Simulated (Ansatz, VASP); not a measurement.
Two plane-wave programs on Ti5Re3

File INCAR:

```
PREC = Accurate
ENCUT = 520
EDIFF = 1E-6
ISMEAR = 0
SIGMA = 0.1
LREAL = False
LASPH = True
NELM = 100
ALGO = Normal
ISIF = 2
LWAVE = False
LCHARG = False
GGA = PE
NBANDS = 50
```

Contents of KPOINTS:

```
Automatic mesh
0
Gamma
  4 4 4
```

POSCAR

```
Ti5Re3
1.0
   -3.1422129000      3.1422129000      3.1422129000
    3.1422129000     -3.1422129000      3.1422129000
    3.1422129000      3.1422129000     -3.1422129000
Ti Re
5 3
Direct
    0.0000000000      0.0000000000      0.0000000000
    0.0000000000      0.0000000000      0.5000000000
    0.0000000000      0.5000000000      0.0000000000
    0.5000000000      0.0000000000      0.0000000000
    0.5000000000      0.5000000000      0.5000000000
    0.0000000000      0.5000000000      0.5000000000
    0.5000000000      0.5000000000      0.0000000000
    0.5000000000      0.0000000000      0.5000000000
```

Input for Ansatz:

```yaml
crystal:
  lattice:
    - [-3.1422129, 3.1422129, 3.1422129]
    - [3.1422129, -3.1422129, 3.1422129]
    - [3.1422129, 3.1422129, -3.1422129]
  atoms:
    - { symbol: Ti, position: [0.0, 0.0, 0.0] }
    - { symbol: Ti, position: [0.0, 0.0, 0.5] }
    - { symbol: Ti, position: [0.0, 0.5, 0.0] }
    - { symbol: Ti, position: [0.5, 0.0, 0.0] }
    - { symbol: Ti, position: [0.5, 0.5, 0.5] }
    - { symbol: Re, position: [0.0, 0.5, 0.5] }
    - { symbol: Re, position: [0.5, 0.5, 0.0] }
    - { symbol: Re, position: [0.5, 0.0, 0.5] }
basis:
  ecutwfc: 420
kpoints:
  mp_grid: { grid: [4, 4, 4] }
hamiltonian:
  xc: pbe
scf:
  occupations: { method: gaussian, width: 0.1 }
  lower_state_search: "off"
output:
  forces: true
  stress: true
  eigenvalues: true
```

Change from the starting cell: relaxed end of: species swapped into the Fe5Co3 type (Im-3m, No. 229).

Alike in both runs: task single point; functional PBE; k mesh 4 × 4 × 4; occupations gaussian, width 0.1 eV; no spin polarisation.

|  | VASP | Ansatz |
| --- | --- | --- |
| version | VASP 6.6.1 | Ansatz 0.2.0 |
| potentials or method | VASP PAW PBE potentials, release 64 (Ti_sv, Re), cutoff 520 eV | scalar-relativistic, plane waves, PAW |
| valence electrons in the cell | 81 | 105 |

Ansatz gave:

| Property | Result |
| --- | --- |
| gap on the k mesh at the Fermi level (eV) | none |
| pressure (GPa) | -0.2 |

Problem. Estimate VASP's values.

Solution. gap on the k mesh at the Fermi level (eV): none; pressure (GPa): -0.6.

A gap of «none» marks a metal or a gap that the smearing closes. VASP's potentials hold 81 valence electrons a cell and Ansatz's 105, so a difference there can come from the potentials and not from the codes.

Spin-orbit coupling is off throughout.
